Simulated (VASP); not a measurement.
Ba2BCl:

```
Ba B Cl
1.0
     4.36665    0.00000    0.00000
     0.00000    4.36665    0.00000
     0.00000    0.00000    6.17692
Ba B Cl
2 1 1
Cartesian
  0.0000 0.0000 3.0885
  2.1833 2.1833 0.0000
  0.0000 0.0000 0.0000
  2.1833 2.1833 3.0885
```

The cell was generated, and may not be a known phase.

```yaml
Program: VASP 6.6.1
Task: relaxation of cell and atoms
Functional: PBE
Potentials_or_basis: VASP PAW PBE potentials, release 64 (Ba_sv, B, Cl)
Cutoff: 600 eV
k_mesh: 10 × 10 × 8
Occupations: gaussian, width 0.1 eV
Spin: no spin polarisation
```

At the start: pressure 3.3 GPa; volume 29.44 Å³/atom.

Q: Where does the relaxation end?

A: Over 6 steps the energy falls by 27.8 meV/atom and the volume is 32.33 Å³/atom (+9.8 %); space group P4/mmm (No. 123, to 0.1 Å) before and after.

Step by step:
| step | energy change (eV) | largest force (eV/Å) | pressure (GPa) | volume (Å³) |
| --- | --- | --- | --- | --- |
| 1 | 0.0000 | 0.0000 | 3.26 | 117.78 |
| 2 | -0.1083 | 0.0000 | 0.25 | 128.28 |
| 3 | -0.1092 | 0.0000 | -0.02 | 129.47 |
| 4 | -0.1091 | 0.0000 | 0.03 | 129.23 |
| 5 | -0.1103 | 0.0000 | 0.03 | 129.27 |
| 6 | -0.1111 | 0.0000 | 0.04 | 129.33 |

Final structure:
```xyz
4
Lattice="4.5287 0.0000 0.0000 0.0000 4.5287 0.0000 0.0000 0.0000 6.3058" Properties=species:S:1:pos:R:3 pbc="T T T"
Ba    4.5287    0.0000    3.1529
Ba    2.2644    2.2644    0.0000
B     4.5287    0.0000    0.0000
Cl    2.2644    2.2644    3.1529
```
